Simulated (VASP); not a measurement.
# Ta (Cmcm) in VASP: notebook

Ta is run at these levels: LDA; tasks: single point.

All numbers are computed with VASP 6.6.1; they aren't measurements. Logs are shortened: lines on timing, memory, paths and dates and some standing lists are left out, and cuts for length are marked.

**1. The cell of the first run**

The structure is orthorhombic, space group Cmcm (No. 63). The conventional cell has a = 3.303 Å, b = 4.671 Å, c = 4.671 Å, α = 90.00°, β = 90.00°, γ = 90.00°. Within 3.8 Å of Ta (site symmetry m2m) lie 14 Ta at 2.86 to 3.37 Å.

**2. Single point, LDA (atoms displaced along a vibrational mode)**

Input file INCAR:

```
SYSTEM = Ta
PREC     = Accurate       ! precision mode
ENCUT    = 520            ! plane-wave cutoff, eV
EDIFF    = 1E-6           ! SCF threshold, eV
ISMEAR   = 0              ! smearing method
SIGMA    = 0.15           ! smearing width, eV
LREAL    = .False.        ! projectors in reciprocal space
LASPH    = .True.         ! aspherical terms in the spheres
NELM     = 100            ! most SCF steps
ALGO     = Fast           ! electronic algorithm
ISIF     = 2              ! what is computed and relaxed
LWAVE    = .False.        ! write WAVECAR
LCHARG   = .False.        ! write CHGCAR
GGA      = CA             ! functional
NBANDS   = 18             ! bands
```

Input file KPOINTS:

```
regular mesh
0
Gamma
  18 18 10
  0 0 0
```

Input file POSCAR:

```
Ta
1.0
   -1.6512800000      1.6512800000      1.6512800000
    1.6512800000     -1.6512800000      1.6512800000
    3.3025600000      3.3025600000      0.0000000000
Ta
2
Direct
    0.0096348909     -0.0096348909      0.0000000000
    0.4903651091      0.5096348909      0.5000000000
```

Potentials or basis: VASP PAW LDA potentials, release 64 (Ta_pv).

Started as:

```bash
> cat potpaw_LDA.64/Ta_pv/POTCAR > POTCAR
> mpirun -np 1 vasp_std > vasp.out
```

OUTCAR:

```text
SYSTEM = Ta
   PREC = Accurate
   ENCUT = 520
   EDIFF = 1E-6
   ISMEAR = 0
   LREAL = .False.
   LASPH = .True.
   NELM = 100
   ISIF = 2
   GGA = CA

 ion  position               nearest neighbor table
   1  0.010  0.990  0.000-   2 2.86   2 2.86   2 2.86   2 2.86   2 3.24   2 3.24   2 3.37   2 3.37

   2  0.490  0.510  0.500-   1 2.86   1 2.86   1 2.86   1 2.86   1 3.24   1 3.24   1 3.37   1 3.37

  LATTYP: Found a base centered orthorhombic cell.
 ALAT       =     3.3025600000
 B/A-ratio  =     1.4142135624
 C/A-ratio  =     1.4142135624

  Lattice vectors:

 A1 = (  -1.6512800000,   1.6512800000,   1.6512800000)
 A2 = (   1.6512800000,  -1.6512800000,   1.6512800000)
 A3 = (   3.3025600000,   3.3025600000,   0.0000000000)

Analysis of symmetry for initial positions (statically):
=====================================================================
 Subroutine PRICEL returns:
 Original cell was already a primitive cell.

 Routine SETGRP: Setting up the symmetry group for a
 base centered orthorhombic supercell.

 Subroutine GETGRP returns: Found  8 space group operations
 (whereof  4 operations were pure point group operations)
 out of a pool of  8 trial point group operations.

The static configuration has the point symmetry C_2v.
 The point group associated with its full space group is D_2h.

Analysis of symmetry for dynamics (positions and initial velocities):
=====================================================================
 Subroutine PRICEL returns:
 Original cell was already a primitive cell.

 Routine SETGRP: Setting up the symmetry group for a
 base centered orthorhombic supercell.

 Subroutine GETGRP returns: Found  8 space group operations
 (whereof  4 operations were pure point group operations)
 out of a pool of  8 trial point group operations.

The dynamic configuration has the point symmetry C_2v.
 The point group associated with its full space group is D_2h.

 Subroutine INISYM returns: Found  8 space group operations
 (whereof  4 operations are pure point group operations),
 and found     1 'primitive' translations

----------------------------------------------------------------------------------------

                                     Primitive cell

  volume of cell :      36.0207

  direct lattice vectors                    reciprocal lattice vectors
    -1.651280000  1.651280000  1.651280000    -0.151397704  0.151397704  0.302795407
     1.651280000 -1.651280000  1.651280000     0.151397704 -0.151397704  0.302795407
     3.302560000  3.302560000  0.000000000     0.151397704  0.151397704  0.000000000

  length of vectors
     2.860100858  2.860100858  4.670525143     0.370847122  0.370847122  0.214108686

  position of ions in fractional coordinates (direct lattice)
     0.009634891  0.990365109  0.000000000
     0.490365109  0.509634891  0.500000000

  ion indices of the primitive-cell ions
   primitive index   ion index
                 1           1
                 2           2

----------------------------------------------------------------------------------------

 KPOINTS: regular mesh

Automatic generation of k-mesh.
 Grid dimensions read from file:
 generate k-points for:   18   18   10

 Generating k-lattice:

  Cartesian coordinates                     Fractional coordinates (reciprocal lattice)
    -0.008410984  0.008410984  0.016821967     0.055555556  0.000000000  0.000000000
     0.008410984 -0.008410984  0.016821967     0.000000000  0.055555556  0.000000000
     0.015139770  0.015139770  0.000000000     0.000000000  0.000000000  0.100000000

  Length of vectors
     0.020602618  0.020602618  0.021410869

  Shift w.r.t. Gamma in fractional coordinates (k-lattice)
     0.000000000  0.000000000  0.000000000

 Subroutine IBZKPT returns following result:
 ===========================================

 Found    546 irreducible k-points:

 Following reciprocal coordinates:
            Coordinates               Weight
  0.000000  0.000000  0.000000      1.000000
  0.055556  0.000000  0.000000      4.000000
  0.111111  0.000000  0.000000      4.000000
  0.166667  0.000000  0.000000      4.000000
  0.222222  0.000000  0.000000      4.000000
  0.277778  0.000000  0.000000      4.000000
[... 16 lines left out ...]
 -0.277778  0.055556  0.000000      4.000000
 -0.222222  0.055556  0.000000      4.000000
 [... further k-points ...]
   k-points           NKPTS =    546   k-points in BZ     NKDIM =    546   number of bands    NBANDS=     18
   number of dos      NEDOS =    301   number of ions     NIONS =      2
   total plane-waves  NPLWV =  20736
   dimension x,y,z NGX =    24 NGY =   24 NGZ =   36
   dimension x,y,z NGXF=    48 NGYF=   48 NGZF=   72
   ions per type =               2
   NGX,Y,Z   is equivalent  to a cutoff of  13.95, 13.95, 12.81 a.u.
   NGXF,Y,Z  is equivalent  to a cutoff of  27.90, 27.90, 25.63 a.u.
 SYSTEM =  Ta
   PREC   = accura    normal or accurate (medium, high low for compatibility)
   ISTART =      0    job   : 0-new  1-cont  2-samecut
   ICHARG =      2    charge: 1-file 2-atom 10-const
   ISPIN  =      1    spin polarized calculation?
   LNONCOLLINEAR =      F non collinear calculations
   LSORBIT =      F    spin-orbit coupling
   LASPH  =      T    aspherical Exc in radial PAW
   ENCUT  =  520.0 eV  38.22 Ry    6.18 a.u.   5.32  5.32  8.68*2*pi/ulx,y,z
   NELM   =    100;   NELMIN=  2; NELMDL= -5     # of ELM steps
   EDIFF  = 0.1E-05   stopping-criterion for ELM
   LREAL  =      F    real-space projection
   EDIFFG = 0.1E-04   stopping-criterion for IOM
   NSW    =      0    number of steps for IOM
   IBRION =     -1    ionic relax: 0-MD 1-quasi-New 2-CG
   NFREE  =      0    steps in history (QN), initial steepest desc. (CG)
   ISIF   =      2    stress and relaxation
   ISYM   =      2    0-nonsym 1-usesym 2-fastsym
   POTIM  = 0.5000    time-step for ionic-motion
   TEBEG  =    0.0;   TEEND  =   0.0 temperature during run
   PSTRESS=    0.0 pullay stress
   NELECT =      22.0000    total number of electrons
   NUPDOWN=      -1.0000    fix difference up-down
   EMIN   =  10.00;   EMAX   =-10.00  energy-range for DOS
   EFERMI =   0.00;   METHOD = LEGACY
   ISMEAR =     0;   SIGMA  =   0.15  broadening in eV -4-tet -1-fermi 0-gaus
   EFERMI_NEDOS =   21; number of points for ismear=-14 and -15
   IALGO  =     68    algorithm
   IMIX   =      4    mixing-type and parameters
     AMIX     =   0.40;   BMIX     =  1.00
     AMIX_MAG =   1.60;   BMIX_MAG =  1.00
  volume/ion in A,a.u.               =      18.01       121.54
  Fermi-wavevector in a.u.,A,eV,Ry     =   1.388988  2.624806 26.249534  1.929286
  Thomas-Fermi vector in A             =   2.513061
   LORBIT       =      0    0 simple, 1 ext, 2 COOP (PROOUT), +10 PAW based schemes
   GGA     = CA    functional components
   LHFCALC =     F    Hartree Fock is set to
   AEXX    =    0.0000 exact exchange contribution
   IVDW    =     0    specifies the selected vdW correction
   LEPSILON=     F    determine dielectric tensor
   LRPA    =     F    only Hartree local field effects (RPA)
 non-spin polarized calculation
 RMM-DIIS sequential band-by-band and
 Gauss-broadening in eV      SIGMA  =   0.15
  energy-cutoff  :      520.00
  volume of cell :       36.02
 maximum number of plane-waves:       992
 NGX is ok and might be reduce to    24
   NGX = 11   NGY = 11   NGZ = 17

 number of electron      22.0000006 magnetization

 Free energy of the ion-electron system (eV)
  ---------------------------------------------------
  ext. energy  EPLUGINS =         0.00000000
  ---------------------------------------------------
  free energy    TOTEN  =       -25.62179526 eV

  energy without entropy =      -25.59237075  energy(sigma->0) =      -25.60708301

 E-fermi :   5.4177     XC(G=0): -12.7959

 val. band max:        5.4146255688   @ k =   0.1111   0.1111   0.2000
 cond. band min:       5.4183126994   @ k =   0.0556   0.0556   0.3000
 fundamental gap:      0.0036871306
 Fermi energy:         5.4177272737

 k-point     1 :       0.0000    0.0000    0.0000
  band No.  band energies     occupation
      1     -28.6929      2.00000
      2     -27.8831      2.00000
      3     -27.5077      2.00000
      4     -27.4988      2.00000
      5     -27.4965      2.00000
      6     -27.4961      2.00000
[... 10 lines left out ...]
     17      10.2465      0.00000
     18      13.0907      0.00000

 k-point     2 :       0.0556    0.0000    0.0000
  band No.  band energies     occupation
      1     -28.6813      2.00000
      2     -27.8938      2.00000
      3     -27.5278      2.00000
      4     -27.5234      2.00000
      5     -27.5027      2.00000
      6     -27.4992      2.00000
[... 10 lines left out ...]
     17      10.3558      0.00000
     18      13.2237      0.00000

 k-point     3 :       0.1111    0.0000    0.0000
  band No.  band energies     occupation
      1     -28.6472      2.00000
      2     -27.9296      2.00000
      3     -27.6142      2.00000
      4     -27.5617      2.00000
      5     -27.5213      2.00000
      6     -27.5061      2.00000
[... 10 lines left out ...]
     17      10.5287      0.00000
     18      13.6477      0.00000

 k-point     4 :       0.1667    0.0000    0.0000
  band No.  band energies     occupation
      1     -28.5920      2.00000
      2     -27.9982      2.00000
      3     -27.7448      2.00000
      4     -27.6038      2.00000
      5     -27.5526      2.00000
      6     -27.5172      2.00000
[... 10 lines left out ...]
     17      10.5733      0.00000
     18      14.3654      0.00000

 k-point     5 :       0.2222    0.0000    0.0000
  band No.  band energies     occupation
      1     -28.5183      2.00000
      2     -28.0992      2.00000
      3     -27.9025      2.00000
      4     -27.6343      2.00000
      5     -27.5969      2.00000
      6     -27.5318      2.00000
[... 10 lines left out ...]
     17      10.4646      0.00000
     18      15.0415      0.00000

 k-point     6 :       0.2778    0.0000    0.0000
  band No.  band energies     occupation
      1     -28.4296      2.00000
      2     -28.2174      2.00000
      3     -28.0679      2.00000
      4     -27.6543      2.00000
      5     -27.6505      2.00000
      6     -27.5485      2.00000
[... 10 lines left out ...]
     17      10.2523      0.00000
     18      14.3978      0.00000

 k-point     7 :       0.3333    0.0000    0.0000
  band No.  band energies     occupation
      1     -28.3313      2.00000
      2     -28.3296      2.00000
      3     -28.2221      2.00000
      4     -27.7247      2.00000
      5     -27.6559      2.00000
      6     -27.5662      2.00000
[... 10 lines left out ...]
     17       9.9987      0.00000
     18      14.1097      0.00000

 k-point     8 :       0.3889    0.0000    0.0000
  band No.  band energies     occupation
      1     -28.4223      2.00000
      2     -28.3488      2.00000
      3     -28.2230      2.00000
      4     -27.8073      2.00000
      5     -27.6546      2.00000
      6     -27.5832      2.00000
[... 10 lines left out ...]
     17      10.9887      0.00000
     18      14.4552      0.00000
[... 229 lines left out ...]
     17      13.6266      0.00000
     18      13.8019      0.00000

 k-point    20 :      -0.4444    0.0556    0.0000
  band No.  band energies     occupation
      1     -28.4729      2.00000
      2     -28.4217      2.00000
      3     -28.1793      2.00000
      4     -27.8304      2.00000
      5     -27.6639      2.00000
      6     -27.6127      2.00000
[... 10 lines left out ...]
     17      12.3237      0.00000
     18      15.3641      0.00000

 k-point    21 :      -0.3889    0.0556    0.0000
  band No.  band energies     occupation
      1     -28.4134      2.00000
      2     -28.3323      2.00000
      3     -28.2837      2.00000
      4     -27.7421      2.00000
      5     -27.6637      2.00000
      6     -27.5932      2.00000
[... 10 lines left out ...]
     17      11.0259      0.00000
     18      14.6233      0.00000

 k-point    22 :      -0.3333    0.0556    0.0000
  band No.  band energies     occupation
      1     -28.3839      2.00000
      2     -28.3186      2.00000
      3     -28.2042      2.00000
      4     -27.6663      2.00000
      5     -27.6623      2.00000
      6     -27.5719      2.00000
[... 10 lines left out ...]
     17      10.0746      0.00000
     18      14.5049      0.00000

 k-point    23 :      -0.2778    0.0556    0.0000
  band No.  band energies     occupation
      1     -28.4755      2.00000
      2     -28.2023      2.00000
      3     -28.0505      2.00000
      4     -27.6561      2.00000
      5     -27.6043      2.00000
      6     -27.5519      2.00000
[... 10 lines left out ...]
     17      10.4529      0.00000
     18      14.9428      0.00000

 k-point    24 :      -0.2222    0.0556    0.0000
  band No.  band energies     occupation
      1     -28.5544      2.00000
      2     -28.0841      2.00000
      3     -27.8877      2.00000
      4     -27.6409      2.00000
      5     -27.5567      2.00000
      6     -27.5353      2.00000
[... 10 lines left out ...]
     17      10.7916      0.00000
     18      14.7888      0.00000

 [... further k-points ...]

------------------------ aborting loop because EDIFF is reached ----------------------------------------

  FORCE on cell =-STRESS in cart. coord.  units (eV):
  Direction    XX          YY          ZZ          XY          YZ          ZX
  --------------------------------------------------------------------------------------
  -------------------------------------------------------------------------------------
  Total       -1.8650428     -1.8650428     -1.8584010      0.0302379      0.0000000      0.0000000
  in kB      -82.9558925    -82.9558925    -82.6604688      1.3449600      0.0000000      0.0000000
  external PRESSURE =     -82.8574179 kB  Pullay stress =       0.0000000 kB

 VOLUME and BASIS-vectors are now :
 -----------------------------------------------------------------------------
  energy-cutoff  :      520.00
  volume of cell :       36.02
      direct lattice vectors                 reciprocal lattice vectors
    -1.651280000  1.651280000  1.651280000    -0.151397704  0.151397704  0.302795407
     1.651280000 -1.651280000  1.651280000     0.151397704 -0.151397704  0.302795407
     3.302560000  3.302560000  0.000000000     0.151397704  0.151397704  0.000000000

 POSITION                                       TOTAL-FORCE (eV/Angst)
 -----------------------------------------------------------------------------------
      1.61946     -1.61946      1.65128         0.172321     -0.172321      0.000000
      1.68310      1.61946      1.65128        -0.172321      0.172321      0.000000
 -----------------------------------------------------------------------------------
    total drift:                               -0.000000     -0.000000      0.000000

  FREE ENERGIE OF THE ION-ELECTRON SYSTEM (eV)
  ---------------------------------------------------
  free  energy   TOTEN  =       -25.6217952572 eV

  energy  without entropy=      -25.5923707538  energy(sigma->0) =      -25.60708301
```

Wall time 95 s (1 thread of Intel Xeon 6975P-C (Granite Rapids), shared host); peak memory 0.37 GiB.

Results:

```yaml
Free_energy: -25.6218 eV
Pressure: -8.3 GPa
Largest_force: 0.244 eV/Å
Band_gap_on_the_k_mesh: zero (bands 11 and 12 overlap by 3.01 eV)
```

Forces in eV/Å, atoms in the order of the input:
```
Ta   0.172 -0.172  0.000
Ta  -0.172  0.172  0.000
```

Stress tensor (GPa, compression positive):
```
-8.30  0.13  0.00
 0.13 -8.30  0.00
 0.00  0.00 -8.27
```

Levels at points of the mesh, in eV from the Fermi level:
```tsv
k point	band 9	band 10	band 11	band 12	band 13	band 14
(0.00, 0.00, 0.00)	-1.60	0.64	0.67	0.67	1.72	3.77
(0.50, 0.00, 0.00)	-1.65	-1.24	-0.71	-0.36	3.11	3.97
(0.50, 0.50, 0.00)	-3.82	-1.60	1.70	3.77	4.69	6.76
(0.00, 0.00, 0.50)	-0.63	-0.63	-0.12	-0.12	3.23	3.23
(0.50, 0.00, 0.50)	-1.59	-1.59	1.72	1.72	3.77	3.77
(0.50, 0.50, 0.50)	-1.88	-1.88	1.07	1.07	1.71	1.71
```

Caveat: the cell differs from its parent crystal (atoms displaced along a vibrational mode); the cell stands under tension; spin-orbit coupling is left out, which moves the levels of the heavy elements.

**3. Single point, LDA (atoms displaced along a vibrational mode)**

Input file INCAR:

```
SYSTEM = Ta
PREC = Accurate ; ENCUT = 520
EDIFF = 1E-6 ; ISMEAR = 0
SIGMA = 0.15 ; LREAL = .FALSE.
LASPH = .TRUE. ; NELM = 100
ALGO = Fast ; ISIF = 2
LWAVE = .FALSE. ; LCHARG = .FALSE.
NBANDS = 18
```

Input file KPOINTS:

```
Automatic mesh
0
G
  18 18 10
  0 0 0
```

Input file POSCAR:

```
Ta
1.0
   -1.6512800000      1.6512800000      1.6512800000
    1.6512800000     -1.6512800000      1.6512800000
    3.3025600000      3.3025600000      0.0000000000
Ta
2
Direct
    0.0032116303     -0.0032116303      0.0000000000
    0.4967883697      0.5032116303      0.5000000000
```

Potentials or basis: VASP PAW LDA potentials, release 64 (Ta_pv).

Started as:

```bash
> cat potpaw_LDA.64/Ta_pv/POTCAR > POTCAR
> mpirun -np 1 vasp_std > vasp.out
```

It took 95 s on 1 thread of Intel Xeon 6975P-C (Granite Rapids), shared host; peak memory 0.37 GiB.

The run converged. Its results:

| Item | Value |
| --- | --- |
| Free energy | -25.6315 eV |
| Pressure | -8.4 GPa |
| Largest force | 0.081 eV/Å |
| Band gap on the k mesh | zero (bands 11 and 12 overlap by 3.09 eV) |

Forces on the atoms (eV/Å):
```
Ta   0.057 -0.057  0.000
Ta  -0.057  0.057  0.000
```

Stress tensor (GPa, compression positive):
```
-8.35  0.15  0.00
 0.15 -8.35  0.00
 0.00  0.00 -8.42
```

Levels at points of the mesh, in eV from the Fermi level:
```
           k point  band 7  band 8  band 9  band 10  band 11  band 12  band 13  band 14  band 15  band 16
(0.00, 0.00, 0.00)   -7.85   -4.38   -1.59     0.67     0.67     0.67     1.73     3.80     3.92     3.92
(0.50, 0.00, 0.00)   -3.09   -3.08   -1.50    -1.36    -0.60    -0.48     3.39     3.68     4.71     4.75
(0.50, 0.50, 0.00)   -4.37   -3.82   -3.82    -1.59     1.73     3.80     4.80     6.78     6.78     6.78
(0.00, 0.00, 0.50)   -5.55   -5.55   -0.61    -0.61    -0.10    -0.10     3.28     3.28     3.33     3.33
(0.50, 0.00, 0.50)   -4.38   -4.38   -1.59    -1.59     1.73     1.73     3.80     3.80     4.82     4.82
(0.50, 0.50, 0.50)   -2.95   -2.95   -1.88    -1.88     1.09     1.09     1.70     1.70     7.24     7.24
```

Caveat: the cell differs from its parent crystal (atoms displaced along a vibrational mode); the cell stands under tension; spin-orbit coupling is left out, which moves the levels of the heavy elements.
